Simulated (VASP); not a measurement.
A run of VASP 6.6.1 is set up as follows.

Contents of INCAR:

```
PREC = Accurate
ENCUT = 520
EDIFF = 1E-6
ISMEAR = 0
SIGMA = 0.15
LREAL = False
LASPH = True
NELM = 60
ALGO = Fast
ISIF = 2
LWAVE = False
LCHARG = False
GGA = PE
IVDW = 12
NBANDS = 14
```

The input KPOINTS:

```
Automatic mesh
0
Gamma
  18 18 4
```

The input POSCAR:

```
Al
1.0
    2.8144222650      0.0000000000      0.0000000000
   -1.4072111325      2.4373611785      0.0000000000
    0.0000000000      0.0000000000      9.2410470710
Al
4
Direct
    0.0000000000      0.0000000000      0.0000000000
    0.3907725021      0.7815450041      0.2197004032
    0.0000000000      0.0000000000      0.5000000000
    0.6666666667      0.3333333333      0.7500000000
```

Potentials or basis: VASP PAW PBE potentials, release 64 (Al).

Command:

```bash
$ cat potpaw_PBE.64/Al/POTCAR > POTCAR
$ mpirun -np 1 vasp_std > vasp.out
```

Q: What does it give for the dispersion energy per atom?

A: -0.351 eV.

Q: Predict the band gap on the k mesh.

A: Zero (bands 6 and 7 overlap by 5.28 eV).

Q: What does it give for the pressure?

A: 2.2 GPa.

Q: Predict the largest force.

A: 1.890 eV/Å.

Stress tensor (GPa, compression positive):
```
 2.03  0.00  0.00
 0.00  0.27 -1.31
 0.00 -1.31  4.37
```

Caveat: the cell differs from its parent crystal (atom 2 (Al) moved by +0.280 Å along [1 2 0] and -0.280 Å along [0 0 1]); forces of over 1 eV/Å act on the atoms, so gaps and moduli don't describe the material at rest.
